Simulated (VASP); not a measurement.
A run of VASP 6.6.1 is set up as follows.

File INCAR:

```
SYSTEM = Be
PREC     = Accurate       ! precision mode
ENCUT    = 520            ! plane-wave cutoff, eV
EDIFF    = 1E-6           ! SCF threshold, eV
ISMEAR   = 0              ! smearing method
SIGMA    = 0.1            ! smearing width, eV
LREAL    = .False.        ! projectors in reciprocal space
LASPH    = .True.         ! aspherical terms in the spheres
NELM     = 80             ! most SCF steps
ALGO     = Normal         ! electronic algorithm
ISIF     = 2              ! what is computed and relaxed
LWAVE    = .False.        ! write WAVECAR
LCHARG   = .False.        ! write CHGCAR
GGA      = PS             ! functional
NBANDS   = 7              ! bands
```

The input KPOINTS:

```
Automatic mesh
0
Gamma
  26 26 26
  0 0 0
```

The input POSCAR:

```
Be
1.0
    2.1669070298      0.0000000000      0.0000000000
    0.0000000000      2.1669070298      0.0000000000
    0.0000000000      0.0000000000      2.1669070298
Be
1
Direct
    0.0000000000      0.0000000000      0.0000000000
```

Potentials or basis: VASP PAW PBE potentials, release 64 (Be).

Command:

```console
$ cat potpaw_PBE.64/Be/POTCAR > POTCAR
$ mpirun -np 1 vasp_std > vasp.out
```

Task: What does it give for the pressure?

Result: 0.2 GPa.

Task: Estimate the band gap on the k mesh.

Result: Zero (bands 1 and 2 overlap by 7.15 eV).

Caveat: the PAW data sets were made with another functional, which shifts forces and pressure a little.
